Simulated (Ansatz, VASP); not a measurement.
Pb: VASP beside Ansatz

File INCAR:

```
SYSTEM = Pb
PREC     = Accurate       ! precision mode
ENCUT    = 500            ! plane-wave cutoff, eV
EDIFF    = 1E-6           ! SCF threshold, eV
ISMEAR   = -1             ! smearing method
SIGMA    = 0.1            ! smearing width, eV
LREAL    = .FALSE.        ! projectors in reciprocal space
LASPH    = .TRUE.         ! aspherical terms in the spheres
NELM     = 120            ! most SCF steps
ALGO     = Normal         ! electronic algorithm
ISIF     = 2              ! what is computed and relaxed
LWAVE    = .FALSE.        ! write WAVECAR
LCHARG   = .TRUE.         ! write CHGCAR
GGA      = PE             ! functional
LELF     = .TRUE.         ! ELF
LVHAR    = .TRUE.       
NBANDS   = 21             ! bands
GGA_COMPAT= .FALSE.
```

File KPOINTS:

```
Automatic mesh
0
G
  6 6 4
  0 0 0
```

File POSCAR:

```
Pb
1.0
    3.0386068135     -1.7503199600      0.0000000000
    3.0386068135      1.7503199600      0.0000000000
   -2.1154626375      0.0000000000      6.0952248674
Pb
2
Direct
    0.0914915900      0.0914915900      0.2737078000
    0.9085084100      0.9085084100      0.7262922000
```

Input for Ansatz:

```yaml
crystal:
  lattice:
    - [3.0386068135, -1.75031996, 0.0]
    - [3.0386068135, 1.75031996, 0.0]
    - [-2.1154626375, 0.0, 6.0952248674]
  atoms:
    - { symbol: Pb, position: [0.09149159, 0.09149159, 0.2737078] }
    - { symbol: Pb, position: [0.90850841, 0.90850841, 0.7262922] }
basis:
  ecutwfc: 420
kpoints:
  mp_grid: { grid: [6, 6, 4] }
hamiltonian:
  xc: pbe
scf:
  occupations: { method: fermi_dirac }
output:
  forces: true
  stress: true
  eigenvalues: true
```

Alike in both runs: task single point; functional PBE; k mesh 6 × 6 × 4; no spin polarisation.

```csv
,VASP,Ansatz
version,VASP 6.6.1,Ansatz 0.2.0
potentials or method,"VASP PAW PBE potentials, release 64 (Pb_d), cutoff 500 eV","scalar-relativistic, plane waves, PAW"
occupations,"fermi-dirac, width 0.1 eV",fermi-dirac
valence electrons in the cell,28,28
```

Ansatz gave:

| Item | Value |
| --- | --- |
| gap on the k mesh at the Fermi level (eV) | none |
| pressure (GPa) | 1.3 |
| traceless stress, the component that is largest in VASP (GPa) | 1.46 |
| rms of the force components (eV/Å) | 0.104 |

Which values does VASP return?

gap on the k mesh at the Fermi level (eV): none; pressure (GPa): 1.3; traceless stress, the component that is largest in VASP (GPa): 1.45; rms of the force components (eV/Å): 0.104.

Atom by atom the forces differ by 0.000 eV/Å (rms over components). A gap of «none» marks a metal or a gap that the smearing closes.

Neither program's run includes spin-orbit coupling.
